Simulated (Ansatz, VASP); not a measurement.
# TaSi2 in VASP and in Ansatz

```xyz
3
Lattice="2.7442 0.0000 0.0000 -1.3721 2.3765 0.0000 0.0000 0.0000 8.0010" Properties=species:S:1:pos:R:3 pbc="T T T"
Ta    0.0000    0.0000    4.0005
Si    0.0000    0.0000    6.6866
Si    0.0000    0.0000    1.3144
```

Alike in both runs: functional PBE; k mesh 7 × 7 × 3; occupations gaussian, width 0.2 eV; no spin polarisation.

Ansatz relaxed the structure, and its values are those at the end. VASP's run is a single point on that final structure, the one shown.

|  | VASP | Ansatz |
| --- | --- | --- |
| version | VASP 6.6.1 | Ansatz 0.2.0 |
| potentials or method | VASP PAW PBE potentials, release 64 (Ta_pv, Si), cutoff 500 eV | scalar-relativistic, plane waves, PAW |
| valence electrons in the cell | 19 | 21 |

VASP gave:

```
gap on the k mesh at the Fermi level (eV) : none
pressure (GPa)                            : 0.2
rms of the force components (eV/Å)        : 0.008
```

Problem. Which values does Ansatz return?

Solution. gap on the k mesh at the Fermi level (eV): none; pressure (GPa): 0.1; rms of the force components (eV/Å): 0.006.

A gap of «none» marks a metal or a gap that the smearing closes. The functional is the same, so the differences come from potentials, cutoffs and numerics. VASP's potentials hold 19 valence electrons a cell and Ansatz's 21, so a difference there can come from the potentials and not from the codes.

The k mesh is coarse, so the values compare programs but aren't converged. Spin-orbit coupling is off throughout.
